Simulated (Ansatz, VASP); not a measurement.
## Two plane-wave programs on Hg3Os

```
CELL_PARAMETERS angstrom
6.01479 0.00000 0.00000
-3.00739 5.20896 0.00000
0.00000 0.00000 4.94141
ATOMIC_POSITIONS crystal
Hg 0.82823 0.65646 0.25000
Hg 0.17177 0.82823 0.75000
Hg 0.34354 0.17177 0.25000
Hg 0.17177 0.34354 0.75000
Hg 0.82823 0.17177 0.25000
Hg 0.65646 0.82823 0.75000
Os 0.33333 0.66667 0.25000
Os 0.66667 0.33333 0.75000
```

Alike in both runs: functional PBE; k mesh 6 × 6 × 8; occupations gaussian, width 0.1 eV; no spin polarisation.

Ansatz relaxed the structure, and its values are those at the end. VASP's run is a single point on that final structure, the one shown.

```csv
,VASP,Ansatz
version,VASP 6.6.1,Ansatz 0.2.0
potentials or method,"VASP PAW PBE potentials, release 64 (Hg, Os), cutoff 600 eV","scalar-relativistic, plane waves, PAW"
valence electrons in the cell,88,152
```

VASP gave:

```
gap on the k mesh at the Fermi level (eV) : none
pressure (GPa)                            : 0.9
rms of the force components (eV/Å)        : 0.011
```

**Question.** Which values does Ansatz return?

**Answer.** gap on the k mesh at the Fermi level (eV): none; pressure (GPa): 0.0; rms of the force components (eV/Å): 0.000.

A gap of «none» marks a metal or a gap that the smearing closes. With one functional, cell and mesh, what is left measures potentials, basis and numerics. VASP's potentials hold 88 valence electrons a cell and Ansatz's 152, so a difference there can come from the potentials and not from the codes.

Spin-orbit coupling is off throughout.
